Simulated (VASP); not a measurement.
# Ba (Fm-3m) in VASP: single point with LDA

Aim: the single point of Ba with LDA.

Program: VASP 6.6.1. These are calculated values, not measurements. Logs are shortened: lines on timing, memory, paths and dates and some standing lists are left out, and cuts for length are marked.

## Step 1: The cell of the first run

Symmetry: Fm-3m, No. 225, cubic system. The conventional cell has a = 5.995 Å, b = 5.995 Å, c = 5.995 Å, α = 90.00°, β = 90.00°, γ = 90.00°. Within 5.6 Å of Ba (site symmetry m-3m) lie 12 Ba at 4.24 Å.

## Step 2: Single point, LDA

INCAR reads:

```
PREC = Accurate
ENCUT = 520
EDIFF = 1E-6
ISMEAR = -1
SIGMA = 0.13605693000000002
LREAL = F
LASPH = T
NELM = 80
ALGO = Normal
ISIF = 2
LWAVE = F
LCHARG = T
GGA = CA
LELF = T
LVHAR = T
NBANDS = 11
```

KPOINTS reads:

```
Automatic mesh
0
Gamma
  10 10 10
```

POSCAR reads:

```
Ba
1.0
    0.0000000000      2.9974237141      2.9974237141
    2.9974237141      0.0000000000      2.9974237141
    2.9974237141      2.9974237141      0.0000000000
Ba
1
Direct
    0.0000000000      0.0000000000      0.0000000000
```

Potentials or basis: VASP PAW LDA potentials, release 64 (Ba_sv).

Started as:

```sh
cat potpaw_LDA.64/Ba_sv/POTCAR > POTCAR
mpirun -np 1 vasp_std > vasp.out
```

OUTCAR:

```text
PREC = Accurate
   ENCUT = 520
   EDIFF = 1E-6
   ISMEAR = -1
   LREAL = F
   LASPH = T
   NELM = 80
   ISIF = 2
   GGA = CA

 ion  position               nearest neighbor table
   1  0.000  0.000  0.000-

  LATTYP: Found a face centered cubic cell.
 ALAT       =     5.9948474282

  Lattice vectors:

 A1 = (   0.0000000000,   2.9974237141,   2.9974237141)
 A2 = (   2.9974237141,   0.0000000000,   2.9974237141)
 A3 = (   2.9974237141,   2.9974237141,   0.0000000000)

Analysis of symmetry for initial positions (statically):
=====================================================================
 Subroutine PRICEL returns:
 Original cell was already a primitive cell.

 Routine SETGRP: Setting up the symmetry group for a
 face centered cubic supercell.

 Subroutine GETGRP returns: Found 48 space group operations
 (whereof 48 operations were pure point group operations)
 out of a pool of 48 trial point group operations.

The static configuration has the point symmetry O_h .

Analysis of symmetry for dynamics (positions and initial velocities):
=====================================================================
 Subroutine PRICEL returns:
 Original cell was already a primitive cell.

 Routine SETGRP: Setting up the symmetry group for a
 face centered cubic supercell.

 Subroutine GETGRP returns: Found 48 space group operations
 (whereof 48 operations were pure point group operations)
 out of a pool of 48 trial point group operations.

The dynamic configuration has the point symmetry O_h .

 Subroutine INISYM returns: Found 48 space group operations
 (whereof 48 operations are pure point group operations),
 and found     1 'primitive' translations

----------------------------------------------------------------------------------------

                                     Primitive cell

  volume of cell :      53.8610

  direct lattice vectors                    reciprocal lattice vectors
     0.000000000  2.997423714  2.997423714    -0.166809917  0.166809917  0.166809917
     2.997423714  0.000000000  2.997423714     0.166809917 -0.166809917  0.166809917
     2.997423714  2.997423714  0.000000000     0.166809917  0.166809917 -0.166809917

  length of vectors
     4.238997269  4.238997269  4.238997269     0.288923251  0.288923251  0.288923251

  position of ions in fractional coordinates (direct lattice)
     0.000000000  0.000000000  0.000000000

  ion indices of the primitive-cell ions
   primitive index   ion index
                 1           1

----------------------------------------------------------------------------------------

 KPOINTS: Automatic mesh

Automatic generation of k-mesh.
 Grid dimensions read from file:
 generate k-points for:   10   10   10

 Generating k-lattice:

  Cartesian coordinates                     Fractional coordinates (reciprocal lattice)
    -0.016680992  0.016680992  0.016680992     0.100000000  0.000000000  0.000000000
     0.016680992 -0.016680992  0.016680992     0.000000000  0.100000000  0.000000000
     0.016680992  0.016680992 -0.016680992     0.000000000  0.000000000  0.100000000

  Length of vectors
     0.028892325  0.028892325  0.028892325

  Shift w.r.t. Gamma in fractional coordinates (k-lattice)
     0.000000000  0.000000000  0.000000000

 Subroutine IBZKPT returns following result:
 ===========================================

 Found     47 irreducible k-points:

 Following reciprocal coordinates:
            Coordinates               Weight
  0.000000  0.000000  0.000000      1.000000
  0.100000  0.000000  0.000000      8.000000
  0.200000  0.000000  0.000000      8.000000
  0.300000  0.000000  0.000000      8.000000
  0.400000  0.000000  0.000000      8.000000
  0.500000  0.000000  0.000000      4.000000
[... 16 lines left out ...]
  0.300000  0.300000  0.000000      6.000000
  0.400000  0.300000  0.000000     24.000000
 [... further k-points ...]
   k-points           NKPTS =     47   k-points in BZ     NKDIM =     47   number of bands    NBANDS=     11
   number of dos      NEDOS =    301   number of ions     NIONS =      1
   total plane-waves  NPLWV =  32768
   dimension x,y,z NGX =    32 NGY =   32 NGZ =   32
   dimension x,y,z NGXF=    64 NGYF=   64 NGZF=   64
   ions per type =               1
   NGX,Y,Z   is equivalent  to a cutoff of  12.55, 12.55, 12.55 a.u.
   NGXF,Y,Z  is equivalent  to a cutoff of  25.10, 25.10, 25.10 a.u.
 SYSTEM =  unknown system
   PREC   = accura    normal or accurate (medium, high low for compatibility)
   ISTART =      0    job   : 0-new  1-cont  2-samecut
   ICHARG =      2    charge: 1-file 2-atom 10-const
   ISPIN  =      1    spin polarized calculation?
   LNONCOLLINEAR =      F non collinear calculations
   LSORBIT =      F    spin-orbit coupling
   LASPH  =      T    aspherical Exc in radial PAW
   ENCUT  =  520.0 eV  38.22 Ry    6.18 a.u.   7.88  7.88  7.88*2*pi/ulx,y,z
   NELM   =     80;   NELMIN=  2; NELMDL= -5     # of ELM steps
   EDIFF  = 0.1E-05   stopping-criterion for ELM
   LREAL  =      F    real-space projection
   EDIFFG = 0.1E-04   stopping-criterion for IOM
   NSW    =      0    number of steps for IOM
   IBRION =     -1    ionic relax: 0-MD 1-quasi-New 2-CG
   NFREE  =      0    steps in history (QN), initial steepest desc. (CG)
   ISIF   =      2    stress and relaxation
   ISYM   =      2    0-nonsym 1-usesym 2-fastsym
   POTIM  = 0.5000    time-step for ionic-motion
   TEBEG  =    0.0;   TEEND  =   0.0 temperature during run
   PSTRESS=    0.0 pullay stress
   NELECT =      10.0000    total number of electrons
   NUPDOWN=      -1.0000    fix difference up-down
   EMIN   =  10.00;   EMAX   =-10.00  energy-range for DOS
   EFERMI =   0.00;   METHOD = LEGACY
   ISMEAR =    -1;   SIGMA  =   0.14  broadening in eV -4-tet -1-fermi 0-gaus
   EFERMI_NEDOS =   21; number of points for ismear=-14 and -15
   IALGO  =     38    algorithm
   IMIX   =      4    mixing-type and parameters
     AMIX     =   0.40;   BMIX     =  1.00
     AMIX_MAG =   1.60;   BMIX_MAG =  1.00
  volume/ion in A,a.u.               =      53.86       363.47
  Fermi-wavevector in a.u.,A,eV,Ry     =   0.933935  1.764881 11.867474  0.872235
  Thomas-Fermi vector in A             =   2.060688
   LORBIT       =      0    0 simple, 1 ext, 2 COOP (PROOUT), +10 PAW based schemes
   GGA     = CA    functional components
   LHFCALC =     F    Hartree Fock is set to
   AEXX    =    0.0000 exact exchange contribution
   IVDW    =     0    specifies the selected vdW correction
   LEPSILON=     F    determine dielectric tensor
   LRPA    =     F    only Hartree local field effects (RPA)
 non-spin polarized calculation
  energy-cutoff  :      520.00
  volume of cell :       53.86
 maximum number of plane-waves:      1467
   NGX = 15   NGY = 15   NGZ = 15

 number of electron      10.0000000 magnetization

 Free energy of the ion-electron system (eV)
  ---------------------------------------------------
  ext. energy  EPLUGINS =         0.00000000
  ---------------------------------------------------
  free energy    TOTEN  =        -2.28525595 eV

  energy without entropy =       -2.18620640  energy(sigma->0) =       -2.23573118

 E-fermi :   2.0009     XC(G=0):  -8.1371

 val. band max:        1.9943059725   @ k =  -0.3000   0.4000   0.2000
 cond. band min:       2.0460873098   @ k =   0.4000   0.3000   0.0000
 fundamental gap:      0.0517813372
 Fermi energy:         2.0008740027

 k-point     1 :       0.0000    0.0000    0.0000
  band No.  band energies     occupation
      1     -26.5672      2.00000
      2     -11.4141      2.00000
      3     -11.4141      2.00000
      4     -11.4141      2.00000
      5      -0.8287      2.00000
      6       3.8952      0.00000
      7       3.8952      0.00000
      8       3.8952      0.00000
      9       5.7720      0.00000
     10       5.7720      0.00000
     11       8.4121      0.00000

 k-point     2 :       0.1000    0.0000    0.0000
  band No.  band energies     occupation
      1     -26.5596      2.00000
      2     -11.4949      2.00000
      3     -11.4237      2.00000
      4     -11.4237      2.00000
      5      -0.6138      2.00000
      6       3.6574      0.00001
      7       3.9944      0.00000
      8       3.9944      0.00000
      9       5.6309      0.00000
     10       5.6309      0.00000
     11       8.8979      0.00000

 k-point     3 :       0.2000    0.0000    0.0000
  band No.  band energies     occupation
      1     -26.5396      2.00000
      2     -11.6981      2.00000
      3     -11.4487      2.00000
      4     -11.4487      2.00000
      5      -0.0557      2.00000
      6       3.2413      0.00022
      7       4.1335      0.00000
      8       4.1335      0.00000
      9       5.5350      0.00000
     10       5.5350      0.00000
     11       9.0128      0.00000

 k-point     4 :       0.3000    0.0000    0.0000
  band No.  band energies     occupation
      1     -26.5146      2.00000
      2     -11.9344      2.00000
      3     -11.4792      2.00000
      4     -11.4792      2.00000
      5       0.5679      1.99995
      6       3.0868      0.00068
      7       4.0114      0.00000
      8       4.0114      0.00000
      9       5.9881      0.00000
     10       5.9881      0.00000
     11       8.4001      0.00000
[... 239 lines left out ...]
 k-point    22 :      -0.2000    0.2000    0.0000
  band No.  band energies     occupation
      1     -26.5060      2.00000
      2     -11.8961      2.00000
      3     -11.6308      2.00000
      4     -11.4748      2.00000
      5       0.9834      1.99887
      6       2.8407      0.00416
      7       3.4744      0.00004
      8       4.5934      0.00000
      9       4.9102      0.00000
     10       7.1207      0.00000
     11       9.9192      0.00000

 k-point    23 :       0.3000    0.3000    0.0000
  band No.  band energies     occupation
      1     -26.4973      2.00000
      2     -11.9076      2.00000
      3     -11.5947      2.00000
      4     -11.5947      2.00000
      5       0.9532      1.99909
      6       2.1913      0.39573
      7       3.7144      0.00001
      8       5.4467      0.00000
      9       5.4467      0.00000
     10       6.6424      0.00000
     11      11.4713      0.00000

 k-point    24 :       0.4000    0.3000    0.0000
  band No.  band energies     occupation
      1     -26.4812      2.00000
      2     -12.0036      2.00000
      3     -11.6505      2.00000
      4     -11.6245      2.00000
      5       1.2072      1.99416
      6       2.0461      0.83536
      7       3.6632      0.00001
      8       5.6098      0.00000
      9       6.2483      0.00000
     10       7.1364      0.00000
     11      10.0452      0.00000

 [... further k-points ...]
[... 5 lines left out ...]
  --------------------------------------------------------------------------------------
  -------------------------------------------------------------------------------------
  Total        0.0283232      0.0283232      0.0283232      0.0000000     -0.0000000      0.0000000
  in kB        0.8425161      0.8425161      0.8425161      0.0000000     -0.0000000      0.0000000
  external PRESSURE =       0.8425161 kB  Pullay stress =       0.0000000 kB

 VOLUME and BASIS-vectors are now :
 -----------------------------------------------------------------------------
  energy-cutoff  :      520.00
  volume of cell :       53.86
      direct lattice vectors                 reciprocal lattice vectors
     0.000000000  2.997423714  2.997423714    -0.166809917  0.166809917  0.166809917
     2.997423714  0.000000000  2.997423714     0.166809917 -0.166809917  0.166809917
     2.997423714  2.997423714  0.000000000     0.166809917  0.166809917 -0.166809917

 POSITION                                       TOTAL-FORCE (eV/Angst)
 -----------------------------------------------------------------------------------
      0.00000      0.00000      0.00000         0.000000      0.000000     -0.000000
 -----------------------------------------------------------------------------------
    total drift:                                0.000000      0.000000     -0.000000

  FREE ENERGIE OF THE ION-ELECTRON SYSTEM (eV)
  ---------------------------------------------------
  free  energy   TOTEN  =        -2.2852559543 eV

  energy  without entropy=       -2.1862064032  energy(sigma->0) =       -2.23573118
```

It took 7.2 s on 1 thread of Intel Xeon 6975P-C (Granite Rapids), shared host; peak memory 0.16 GiB.

What came out:

| Item | Value |
| --- | --- |
| Free energy | -2.2853 eV |
| Pressure | 0.1 GPa |
| Band gap on the k mesh | zero (band 5 reaches 2.08 eV, above the bottom of band 6 at 1.64 eV) |

Levels at points of the mesh, in eV from the Fermi level:
```tsv
k point	band 1	band 2	band 3	band 4	band 5	band 6	band 7	band 8	band 9	band 10
(0.00, 0.00, 0.00)	-28.57	-13.41	-13.41	-13.41	-2.83	1.89	1.89	1.89	3.77	3.77
(0.50, 0.00, 0.00)	-28.49	-14.18	-13.51	-13.51	-1.04	1.66	1.72	1.72	5.24	5.24
(0.50, 0.50, 0.00)	-28.46	-14.13	-13.69	-13.69	-1.01	-0.36	2.82	5.27	5.71	5.71
```

Caveat: spin-orbit coupling is left out, which moves the levels of the heavy elements.
